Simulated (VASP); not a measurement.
# Y (P6_3/mmc) in VASP: further runs, part 2 of 2

VASP 6.6.1. The steps go on from the part before.

### Step 4. Single point, PBE

This run uses another cell than the first one, of 32.45 Å³/atom.

INCAR reads:

```
SYSTEM = Y
PREC = Accurate ; ENCUT = 520
EDIFF = 1E-7 ; ISMEAR = -1
SIGMA = 0.05 ; LREAL = .False.
LASPH = .True. ; NELM = 80
ALGO = Normal ; ISIF = 2
LWAVE = .False. ; LCHARG = .True.
GGA = PE ; LELF = .True.
LVHAR = .True. ; NBANDS = 30
```

KPOINTS reads:

```
Automatic mesh
0
Gamma
  8 8 3
  0 0 0
```

POSCAR reads:

```
Y
1.0
    3.5948923127      0.0000000000      0.0000000000
   -1.7974461564      3.1132680667      0.0000000000
    0.0000000000      0.0000000000     11.5960130369
Y
4
Direct
    0.6666666667      0.3333333333      0.7500000000
    0.0000000000      0.0000000000      0.5000000000
    0.3333333333      0.6666666667      0.2500000000
    0.0000000000      0.0000000000      0.0000000000
```

Run with:

```sh
> cat potpaw_PBE.64/Y_sv/POTCAR > POTCAR
> mpirun -np 1 vasp_std > vasp.out
```

Run time: 52 s. Hardware: 1 thread of Intel Xeon 6975P-C (Granite Rapids), shared host; peak memory 0.27 GiB.

It converged, with:

| Item | Value |
| --- | --- |
| Free energy | -25.7233 eV |
| Pressure | -0.1 GPa |
| Band gap on the k mesh | zero (bands 22 and 23 overlap by 1.08 eV) |

Levels at points of the mesh, in eV from the Fermi level:
| k point | band 20 | band 21 | band 22 | band 23 | band 24 | band 25 |
| --- | --- | --- | --- | --- | --- | --- |
| (0.00, 0.00, 0.00) | -1.94 | 0.72 | 0.78 | 0.83 | 1.63 | 1.63 |
| (0.50, 0.00, 0.00) | -1.21 | -0.53 | -0.45 | -0.30 | 0.41 | 0.78 |

### Step 5. Single point, BLYP

This run uses another cell than the first one, of 33.33 Å³/atom.

INCAR reads:

```
PREC     = Accurate       # precision mode
ENCUT    = 520            # plane-wave cutoff, eV
EDIFF    = 1E-7           # SCF threshold, eV
ISMEAR   = -1             # smearing method
SIGMA    = 0.05           # smearing width, eV
LREAL    = F              # projectors in reciprocal space
LASPH    = T              # aspherical terms in the spheres
NELM     = 100            # most SCF steps
ALGO     = Normal         # electronic algorithm
ISIF     = 2              # what is computed and relaxed
LWAVE    = F              # write WAVECAR
LCHARG   = F              # write CHGCAR
GGA      = B5             # functional
ALDAX    = 1.0          
AGGAX    = 1.0          
AGGAC    = 1.0          
ALDAC    = 0.0          
NBANDS   = 30             # bands
```

KPOINTS reads:

```
regular mesh
0
Gamma
  8 8 3
```

POSCAR reads:

```
Y
1.0
    3.6283477576      0.0000000000      0.0000000000
   -1.8141738788      3.1422413319      0.0000000000
    0.0000000000      0.0000000000     11.6949073343
Y
4
Direct
    0.6666666667      0.3333333333      0.7500000000
    0.0000000000      0.0000000000      0.5000000000
    0.3333333333      0.6666666667      0.2500000000
    0.0000000000      0.0000000000      0.0000000000
```

Potentials or basis: VASP PAW PBE potentials, release 64 (Y_sv).

Run with:

```sh
> cat potpaw_PBE.64/Y_sv/POTCAR > POTCAR
> mpirun -np 1 vasp_std > vasp.out
```

OUTCAR:

```text
PREC = Accurate
   ENCUT = 520
   EDIFF = 1E-7
   ISMEAR = -1
   LREAL = F
   LASPH = T
   NELM = 100
   ISIF = 2
   GGA = B5

 ion  position               nearest neighbor table
   1  0.667  0.333  0.750-   2 3.60   4 3.60   2 3.60   4 3.60   2 3.60   4 3.60
   2  0.000  0.000  0.500-   1 3.60   3 3.60   1 3.60   3 3.60   1 3.60   3 3.60
   3  0.333  0.667  0.250-   2 3.60   4 3.60   2 3.60   4 3.60   2 3.60   4 3.60
   4  0.000  0.000  0.000-   1 3.60   3 3.60   1 3.60   3 3.60   1 3.60   3 3.60

  LATTYP: Found a hexagonal cell.
 ALAT       =     3.6283477576
 C/A-ratio  =     3.2232046418

  Lattice vectors:

 A1 = (   3.6283477576,   0.0000000000,   0.0000000000)
 A2 = (  -1.8141738788,   3.1422413319,   0.0000000000)
 A3 = (   0.0000000000,   0.0000000000,  11.6949073343)

Analysis of symmetry for initial positions (statically):
=====================================================================
 Subroutine PRICEL returns:
 Original cell was already a primitive cell.

 Routine SETGRP: Setting up the symmetry group for a
 hexagonal supercell.

 Subroutine GETGRP returns: Found 24 space group operations
 (whereof 12 operations were pure point group operations)
 out of a pool of 24 trial point group operations.

The static configuration has the point symmetry D_3d.
 The point group associated with its full space group is D_6h.

Analysis of symmetry for dynamics (positions and initial velocities):
=====================================================================
 Subroutine PRICEL returns:
 Original cell was already a primitive cell.

 Routine SETGRP: Setting up the symmetry group for a
 hexagonal supercell.

 Subroutine GETGRP returns: Found 24 space group operations
 (whereof 12 operations were pure point group operations)
 out of a pool of 24 trial point group operations.

The dynamic configuration has the point symmetry D_3d.
 The point group associated with its full space group is D_6h.

 Subroutine INISYM returns: Found 24 space group operations
 (whereof 12 operations are pure point group operations),
 and found     1 'primitive' translations

----------------------------------------------------------------------------------------

                                     Primitive cell

  volume of cell :     133.3353

  direct lattice vectors                    reciprocal lattice vectors
     3.628347758  0.000000000  0.000000000     0.275607540  0.159122087  0.000000000
    -1.814173879  3.142241332  0.000000000     0.000000000  0.318244175  0.000000000
     0.000000000  0.000000000 11.694907334     0.000000000  0.000000000  0.085507304

  length of vectors
     3.628347758  3.628347758 11.694907334     0.318244175  0.318244175  0.085507304

  position of ions in fractional coordinates (direct lattice)
     0.666666667  0.333333333  0.750000000
     0.000000000  0.000000000  0.500000000
     0.333333333  0.666666667  0.250000000
     0.000000000  0.000000000  0.000000000

  ion indices of the primitive-cell ions
   primitive index   ion index
                 1           1
                 2           2
                 3           3
                 4           4

----------------------------------------------------------------------------------------

 KPOINTS: regular mesh

Automatic generation of k-mesh.
 Grid dimensions read from file:
 generate k-points for:    8    8    3

 Generating k-lattice:

  Cartesian coordinates                     Fractional coordinates (reciprocal lattice)
     0.034450943  0.019890261  0.000000000     0.125000000  0.000000000  0.000000000
     0.000000000  0.039780522  0.000000000     0.000000000  0.125000000  0.000000000
     0.000000000  0.000000000  0.028502435     0.000000000  0.000000000  0.333333333

  Length of vectors
     0.039780522  0.039780522  0.028502435

  Shift w.r.t. Gamma in fractional coordinates (k-lattice)
     0.000000000  0.000000000  0.000000000

 Subroutine IBZKPT returns following result:
 ===========================================

 Found     20 irreducible k-points:

 Following reciprocal coordinates:
            Coordinates               Weight
  0.000000  0.000000  0.000000      1.000000
  0.125000 -0.000000  0.000000      6.000000
  0.250000 -0.000000  0.000000      6.000000
  0.375000 -0.000000  0.000000      6.000000
  0.500000 -0.000000  0.000000      3.000000
  0.125000  0.125000  0.000000      6.000000
[... 12 lines left out ...]
  0.250000  0.250000  0.333333     12.000000
  0.375000  0.250000  0.333333     12.000000
   k-points           NKPTS =     20   k-points in BZ     NKDIM =     20   number of bands    NBANDS=     30
   number of dos      NEDOS =    301   number of ions     NIONS =      4
   total plane-waves  NPLWV =  70560
   dimension x,y,z NGX =    28 NGY =   28 NGZ =   90
   dimension x,y,z NGXF=    56 NGYF=   56 NGZF=  180
   ions per type =               4
   NGX,Y,Z   is equivalent  to a cutoff of  12.83, 12.83, 12.79 a.u.
   NGXF,Y,Z  is equivalent  to a cutoff of  25.66, 25.66, 25.59 a.u.
 SYSTEM =  unknown system
   PREC   = accura    normal or accurate (medium, high low for compatibility)
   ISTART =      0    job   : 0-new  1-cont  2-samecut
   ICHARG =      2    charge: 1-file 2-atom 10-const
   ISPIN  =      1    spin polarized calculation?
   LNONCOLLINEAR =      F non collinear calculations
   LSORBIT =      F    spin-orbit coupling
   LASPH  =      T    aspherical Exc in radial PAW
   ENCUT  =  520.0 eV  38.22 Ry    6.18 a.u.   6.75  6.75 21.74*2*pi/ulx,y,z
   NELM   =    100;   NELMIN=  2; NELMDL= -5     # of ELM steps
   EDIFF  = 0.1E-06   stopping-criterion for ELM
   LREAL  =      F    real-space projection
   EDIFFG = 0.1E-05   stopping-criterion for IOM
   NSW    =      0    number of steps for IOM
   IBRION =     -1    ionic relax: 0-MD 1-quasi-New 2-CG
   NFREE  =      0    steps in history (QN), initial steepest desc. (CG)
   ISIF   =      2    stress and relaxation
   ISYM   =      2    0-nonsym 1-usesym 2-fastsym
   POTIM  = 0.5000    time-step for ionic-motion
   TEBEG  =    0.0;   TEEND  =   0.0 temperature during run
   PSTRESS=    0.0 pullay stress
   NELECT =      44.0000    total number of electrons
   NUPDOWN=      -1.0000    fix difference up-down
   EMIN   =  10.00;   EMAX   =-10.00  energy-range for DOS
   EFERMI =   0.00;   METHOD = LEGACY
   ISMEAR =    -1;   SIGMA  =   0.05  broadening in eV -4-tet -1-fermi 0-gaus
   EFERMI_NEDOS =   21; number of points for ismear=-14 and -15
   IALGO  =     38    algorithm
   IMIX   =      4    mixing-type and parameters
     AMIX     =   0.40;   BMIX     =  1.00
     AMIX_MAG =   1.60;   BMIX_MAG =  1.00
  volume/ion in A,a.u.               =      33.33       224.95
  Fermi-wavevector in a.u.,A,eV,Ry     =   1.131299  2.137845 17.413238  1.279837
  Thomas-Fermi vector in A             =   2.267997
   LORBIT       =      0    0 simple, 1 ext, 2 COOP (PROOUT), +10 PAW based schemes
   GGA     = B5    functional components
   LHFCALC =     F    Hartree Fock is set to
   AEXX    =    0.0000 exact exchange contribution
   IVDW    =     0    specifies the selected vdW correction
   LEPSILON=     F    determine dielectric tensor
   LRPA    =     F    only Hartree local field effects (RPA)
 non-spin polarized calculation
  energy-cutoff  :      520.00
  volume of cell :      133.34
 maximum number of plane-waves:      3607
 NGX is ok and might be reduce to    28
   NGX = 13   NGY = 13   NGZ = 43

 number of electron      43.9999998 magnetization

 Free energy of the ion-electron system (eV)
  ---------------------------------------------------
  ext. energy  EPLUGINS =         0.00000000
  ---------------------------------------------------
  free energy    TOTEN  =       -21.81866075 eV

  energy without entropy =      -21.75958155  energy(sigma->0) =      -21.78912115

 E-fermi :   3.4461     XC(G=0):  -8.8530

 val. band max:        3.4424517523   @ k =   0.1250   0.1250   0.0000
 cond. band min:       3.4522438702   @ k =   0.2500   0.2500   0.3333
 fundamental gap:      0.0097921179
 Fermi energy:         3.4460877846

 k-point     1 :       0.0000    0.0000    0.0000
  band No.  band energies     occupation
      1     -39.2771      2.00000
      2     -39.2508      2.00000
      3     -39.2402      2.00000
      4     -39.2136      2.00000
      5     -19.6021      2.00000
      6     -19.3539      2.00000
[... 649 lines left out ...]
     29       5.6599      0.00000
     30       5.8092      0.00000

------------------------ aborting loop because EDIFF is reached ----------------------------------------

  FORCE on cell =-STRESS in cart. coord.  units (eV):
  Direction    XX          YY          ZZ          XY          YZ          ZX
  --------------------------------------------------------------------------------------
  -------------------------------------------------------------------------------------
  Total       -0.0395313     -0.0395313     -0.0634674      0.0000000      0.0000000      0.0000000
  in kB       -0.4750139     -0.4750139     -0.7626339      0.0000000      0.0000000      0.0000000
  external PRESSURE =      -0.5708872 kB  Pullay stress =       0.0000000 kB

 VOLUME and BASIS-vectors are now :
 -----------------------------------------------------------------------------
  energy-cutoff  :      520.00
  volume of cell :      133.34
      direct lattice vectors                 reciprocal lattice vectors
     3.628347758  0.000000000  0.000000000     0.275607540  0.159122087  0.000000000
    -1.814173879  3.142241332  0.000000000     0.000000000  0.318244175  0.000000000
     0.000000000  0.000000000 11.694907334     0.000000000  0.000000000  0.085507304

 POSITION                                       TOTAL-FORCE (eV/Angst)
 -----------------------------------------------------------------------------------
      1.81417      1.04741      8.77118         0.000000     -0.000000     -0.000000
      0.00000      0.00000      5.84745         0.000000      0.000000     -0.000000
     -0.00000      2.09483      2.92373        -0.000000     -0.000000      0.000000
      0.00000      0.00000      0.00000         0.000000      0.000000     -0.000000
 -----------------------------------------------------------------------------------
    total drift:                                0.000000     -0.000000      0.000000

  FREE ENERGIE OF THE ION-ELECTRON SYSTEM (eV)
  ---------------------------------------------------
  free  energy   TOTEN  =       -21.8186607500 eV

  energy  without entropy=      -21.7595815489  energy(sigma->0) =      -21.78912115
```

Wall time 80 s (1 thread of Intel Xeon 6975P-C (Granite Rapids), shared host); peak memory 0.27 GiB.

Results:

```yaml
Free_energy: -21.8187 eV
Pressure: -0.1 GPa
Band_gap_on_the_k_mesh: zero (bands 22 and 23 overlap by 1.06 eV)
```

Levels at points of the mesh, in eV from the Fermi level:
```csv
k point,band 19,band 20,band 21,band 22,band 23,band 24,band 25,band 26
"(0.00, 0.00, 0.00)",-3.22,-1.89,0.73,0.79,0.81,1.50,1.50,1.55
"(0.50, 0.00, 0.00)",-1.27,-1.16,-0.53,-0.46,-0.27,0.41,0.73,1.41
```

Caveat: the PAW data sets were made with another functional, which shifts forces and pressure a little.

### Step 6. Summary

| level | potentials or basis | cell | gap on the mesh (eV) | pressure (GPa) |
| --- | --- | --- | --- | --- |
| LDA | VASP PAW LDA potentials, release 64 (Y_sv) | a = 3.481, b = 3.481, c = 11.232 Å, angles 90.0, 90.0, 120.0°, 4 atoms | none | -0.1 |
| PBEsol | VASP PAW PBE potentials, release 64 (Y_sv) | a = 3.534, b = 3.534, c = 11.402 Å, angles 90.0, 90.0, 120.0°, 4 atoms | none | -0.1 |
| PBE | VASP PAW PBE potentials, release 64 (Y_sv) | a = 3.595, b = 3.595, c = 11.596 Å, angles 90.0, 90.0, 120.0°, 4 atoms | none | -0.1 |
| BLYP | VASP PAW PBE potentials, release 64 (Y_sv) | a = 3.628, b = 3.628, c = 11.695 Å, angles 90.0, 90.0, 120.0°, 4 atoms | none | -0.1 |

Alike in all rows: task single point; no spin polarisation; k mesh 8 × 8 × 3; cutoff (eV) 520; smearing fermi-dirac 0.05 eV.

Caveats: the PAW data sets were made with another functional, which shifts forces and pressure a little (at least some runs).

Total energies depend on the potentials used, so only differences within one code and one set of settings carry meaning.
